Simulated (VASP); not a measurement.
AlNi3: single point with PBE

The system is AlNi3.

```
Al Ni
1.0
     3.56676    0.00000    0.00000
     0.00000    3.56676    0.00000
     0.00000    0.00000    3.56676
Al Ni
1 3
Cartesian
  0.0000 0.0000 0.0000
  0.0000 1.7834 1.7834
  1.7834 0.0000 1.7834
  1.7834 1.7834 0.0000
```

```json
{
  "Program": "VASP 6.6.1",
  "Task": "single point",
  "Functional": "PBE",
  "Potentials or basis": "VASP PAW PBE potentials, release 64 (Al, Ni)",
  "Cutoff": "520 eV",
  "k mesh": "14 × 14 × 14",
  "Occupations": "gaussian, width 0.1 eV",
  "Spin": "collinear spin, ferromagnetic start",
  "Starting moments": "[0.0, -0.3, -0.3, -0.3] μB",
  "Dipole correction": "no",
  "Further INCAR settings": "ALGO = Normal; EDIFF = 1e-06; NBANDS = 28"
}
```

```
Pressure                                              : 0.1 GPa
Net moment                                            : -0.71 μB per cell
Site moments                                          : Al +0.01; Ni -0.26 μB
Valence electrons inside the program's atomic spheres : Al 0.80; Ni 9.38
```

Levels at points of the mesh, in eV from the Fermi level:
Spin up:
| k point | band 14 | band 15 | band 16 | band 17 | band 18 | band 19 |
| --- | --- | --- | --- | --- | --- | --- |
| (0.00, 0.00, 0.00) | 0.34 | 0.34 | 0.34 | 0.83 | 0.83 | 0.83 |
| (0.50, 0.00, 0.00) | -0.91 | -0.81 | -0.32 | 0.34 | 5.51 | 5.51 |
| (0.50, 0.50, 0.00) | -1.07 | -0.77 | -0.57 | -0.44 | 1.10 | 1.10 |
| (0.50, 0.50, 0.50) | -0.88 | -0.88 | -0.17 | 0.11 | 0.11 | 0.11 |
Spin down:
```csv
k point,band 13,band 14,band 15,band 16,band 17,band 18,band 19,band 20,band 21,band 22
"(0.00, 0.00, 0.00)",-0.27,-0.10,-0.10,-0.10,0.87,0.87,0.87,6.51,6.51,7.21
"(0.50, 0.00, 0.00)",-1.22,-1.15,-1.04,-0.51,-0.10,5.45,5.45,5.56,5.56,6.41
"(0.50, 0.50, 0.00)",-1.29,-1.18,-0.98,-0.96,-0.58,0.81,0.81,8.08,8.13,8.13
"(0.50, 0.50, 0.50)",-1.28,-1.06,-1.06,-0.26,-0.26,-0.26,-0.15,3.32,3.98,3.98
```

Run time: 3.4 min on 1 thread of AMD EPYC 9R45 96-Core Processor (Zen 5), with other jobs on the host, peak memory 0.29 GiB.
